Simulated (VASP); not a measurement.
# SrO in VASP: further runs, part 2 of 2

VASP 6.6.1. Earlier steps stand in the parts before.

## 5. Single point, LDA (strain -0.025 along x and y, -0.025 along z)

Input file INCAR:

```
SYSTEM = SrO
  PREC = Accurate
  ENCUT = 520
  EDIFF = 1E-6
  ISMEAR = 0
  SIGMA = 0.05
  LREAL = .FALSE.
  LASPH = .TRUE.
  NELM = 60
  ALGO = Normal
  ISIF = 2
  LWAVE = .FALSE.
  LCHARG = .FALSE.
  GGA = CA
  NBANDS = 15
```

Input file KPOINTS:

```
regular mesh
0
G
  8 8 8
  0 0 0
```

Input file POSCAR:

```
SrO
1.0
    0.0000000000      2.5055550000      2.5055550000
    2.5055550000      0.0000000000      2.5055550000
    2.5055550000      2.5055550000      0.0000000000
Sr O
1 1
Direct
    0.0000000000      0.0000000000      0.0000000000
    0.5000000000      0.5000000000      0.5000000000
```

Potentials or basis: VASP PAW LDA potentials, release 64 (Sr_sv, O).

Command:

```bash
$ cat potpaw_LDA.64/Sr_sv/POTCAR potpaw_LDA.64/O/POTCAR > POTCAR
$ mpirun -np 1 vasp_std > vasp.out
```

OUTCAR:

```text
SYSTEM = SrO
   PREC = Accurate
   ENCUT = 520
   EDIFF = 1E-6
   ISMEAR = 0
   LREAL = .FALSE.
   LASPH = .TRUE.
   NELM = 60
   ISIF = 2
   GGA = CA

 ion  position               nearest neighbor table
   1  0.000  0.000  0.000-   2 2.51   2 2.51   2 2.51   2 2.51   2 2.51   2 2.51
   2  0.500  0.500  0.500-   1 2.51   1 2.51   1 2.51   1 2.51   1 2.51   1 2.51

  LATTYP: Found a face centered cubic cell.
 ALAT       =     5.0111100000

  Lattice vectors:

 A1 = (   0.0000000000,   2.5055550000,   2.5055550000)
 A2 = (   2.5055550000,   0.0000000000,   2.5055550000)
 A3 = (   2.5055550000,   2.5055550000,   0.0000000000)

Analysis of symmetry for initial positions (statically):
=====================================================================
 Subroutine PRICEL returns:
 Original cell was already a primitive cell.

 Routine SETGRP: Setting up the symmetry group for a
 face centered cubic supercell.

 Subroutine GETGRP returns: Found 48 space group operations
 (whereof 48 operations were pure point group operations)
 out of a pool of 48 trial point group operations.

The static configuration has the point symmetry O_h .

Analysis of symmetry for dynamics (positions and initial velocities):
[... 166 lines left out ...]

 k-point     1 :       0.0000    0.0000    0.0000
  band No.  band energies     occupation
      1     -30.1032      2.00000
      2     -13.1202      2.00000
      3     -11.7325      2.00000
      4     -11.7325      2.00000
      5     -11.7325      2.00000
      6       1.7386      2.00000
      7       1.7386      2.00000
      8       1.7386      2.00000
      9       6.1116      0.00000
     10       7.9970      0.00000
     11       7.9970      0.00000
     12       7.9970      0.00000
     13      10.4056      0.00000
     14      10.4056      0.00000
[... 401 lines left out ...]
      2     -14.5436      2.00000
      3     -12.2532      2.00000
      4     -12.0399      2.00000
      5     -10.8228      2.00000
      6       0.0182      2.00000
      7       0.7895      2.00000
      8       0.9085      2.00000
      9       8.2640      0.00000
     10       8.6419      0.00000
     11      11.6729      0.00000
     12      11.6879      0.00000
     13      14.0808      0.00000
     14      15.4133      0.00000
     15      15.8421      0.00000

 [... further k-points ...]
[... 5 lines left out ...]
  --------------------------------------------------------------------------------------
  -------------------------------------------------------------------------------------
  Total        0.8900392      0.8900392      0.8900392      0.0000000     -0.0000000      0.0000000
  in kB       45.3291830     45.3291830     45.3291830      0.0000000     -0.0000000      0.0000000
  external PRESSURE =      45.3291830 kB  Pullay stress =       0.0000000 kB

 VOLUME and BASIS-vectors are now :
 -----------------------------------------------------------------------------
  energy-cutoff  :      520.00
  volume of cell :       31.46
      direct lattice vectors                 reciprocal lattice vectors
     0.000000000  2.505555000  2.505555000    -0.199556585  0.199556585  0.199556585
     2.505555000  0.000000000  2.505555000     0.199556585 -0.199556585  0.199556585
     2.505555000  2.505555000  0.000000000     0.199556585  0.199556585 -0.199556585

 POSITION                                       TOTAL-FORCE (eV/Angst)
 -----------------------------------------------------------------------------------
      0.00000      0.00000      0.00000        -0.000000     -0.000000     -0.000000
      2.50556      2.50556      2.50556         0.000000      0.000000      0.000000
 -----------------------------------------------------------------------------------
    total drift:                                0.000000      0.000000      0.000000

  FREE ENERGIE OF THE ION-ELECTRON SYSTEM (eV)
  ---------------------------------------------------
  free  energy   TOTEN  =       -13.3693891709 eV

  energy  without entropy=      -13.3693891709  energy(sigma->0) =      -13.36938917
```

OSZICAR:

```text
N       E                     dE             d eps       ncg     rms          rms(c)
DAV:   1     0.656862372006E+02    0.65686E+02   -0.85953E+03   870   0.106E+03
DAV:   2    -0.127832679765E+02   -0.78470E+02   -0.72669E+02  1186   0.228E+02
DAV:   3    -0.155313742005E+02   -0.27481E+01   -0.27369E+01  1112   0.380E+01
DAV:   4    -0.155827118441E+02   -0.51338E-01   -0.51333E-01  1070   0.533E+00
DAV:   5    -0.155843487180E+02   -0.16369E-02   -0.16369E-02  1083   0.752E-01    0.201E+01
DAV:   6    -0.135769221842E+02    0.20074E+01   -0.61469E+00   891   0.200E+01    0.241E+01
DAV:   7    -0.134179617877E+02    0.15896E+00   -0.29571E-01  1108   0.493E+00    0.135E+01
DAV:   8    -0.133686098974E+02    0.49352E-01   -0.12834E-01  1157   0.321E+00    0.156E+00
DAV:   9    -0.133694320499E+02   -0.82215E-03   -0.50689E-03  1365   0.428E-01    0.338E-01
DAV:  10    -0.133693712078E+02    0.60842E-04   -0.18637E-04  1003   0.135E-01    0.170E-01
DAV:  11    -0.133693882346E+02   -0.17027E-04   -0.59984E-05   996   0.736E-02    0.211E-02
DAV:  12    -0.133693891709E+02   -0.93635E-06   -0.35556E-06  1010   0.164E-02
   1 F= -.13369389E+02 E0= -.13369389E+02  d E =-.200325E-12
```

It took 12 s on 1 thread of Intel Xeon 8259CL, shared host; peak memory 0.15 GiB.

Results:

| Property | Result |
| --- | --- |
| Free energy | -13.3694 eV |
| Pressure | 4.5 GPa |
| Band gap on the k mesh | 3.03 eV, indirect (least direct gap 3.05 eV) |

Caveat: the cell differs from its parent crystal (strain -0.025 along x and y, -0.025 along z).

## 6. Overview

| cell | gap on the mesh (eV) | pressure (GPa) |
| --- | --- | --- |
| a = 3.771, b = 3.771, c = 3.725 Å, angles 60.4, 60.4, 59.2°, 2 atoms | 3.11 | -10.2 |
| a = 3.771, b = 3.771, c = 3.816 Å, angles 59.6, 59.6, 60.8°, 2 atoms | 2.96 | -11.4 |
| a = 3.453 Å, angles 60.0°, 2 atoms | 2.86 | 16.1 |
| a = 3.543 Å, angles 60.0°, 2 atoms | 3.03 | 4.5 |

Alike in all rows: task single point; level LDA; potentials or basis VASP PAW LDA potentials, release 64 (Sr_sv, O); no spin polarisation; k mesh 8 × 8 × 8; cutoff (eV) 520; smearing gaussian 0.05 eV.

Absolute energies hang on the potentials; compare differences alone.
